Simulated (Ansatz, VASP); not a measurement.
## TiRh3 in VASP and in Ansatz

```xyz
4
Lattice="3.8347 0.0000 0.0000 0.0000 3.8347 0.0000 0.0000 0.0000 3.8347" Properties=species:S:1:pos:R:3 pbc="T T T"
Ti    0.0000    0.0000    0.0000
Rh    0.0000    1.9173    1.9173
Rh    1.9173    0.0000    1.9173
Rh    1.9173    1.9173    0.0000
```

Change from the starting cell: volume scaled by 1.01, PAW files.

Alike in both runs: task electric field gradients; functional LDA; k mesh 10 × 10 × 10; occupations fermi-dirac, width 0.03 eV; no spin polarisation.

|  | VASP | Ansatz |
| --- | --- | --- |
| version | VASP 6.6.1 | Ansatz 0.2.0 |
| potentials or method | VASP PAW LDA potentials, release 64 (Ti_sv, Rh_pv) | PAW with Ansatz's default frozen-core files, scalar-relativistic |
| plane-wave cutoff (eV) | 520 | 420 |
| valence electrons in the cell | 57 | 63 |

Ansatz gave:

| Item | Value |
| --- | --- |
| pressure (GPa) | -12.5 |
| size of Vzz on the site where it differs most (V/Å²) | 26.9 |

Problem. What did VASP give for the same quantities?

Solution. Pressure (GPa): -11.8; size of Vzz on the site where it differs most (V/Å²): 31.6.

LDA's correlation is that of Perdew and Zunger in VASP and of Perdew and Wang (1992) in Ansatz. VASP's potentials hold 57 valence electrons a cell and Ansatz's 63, so a difference there can come from the potentials and not from the codes.
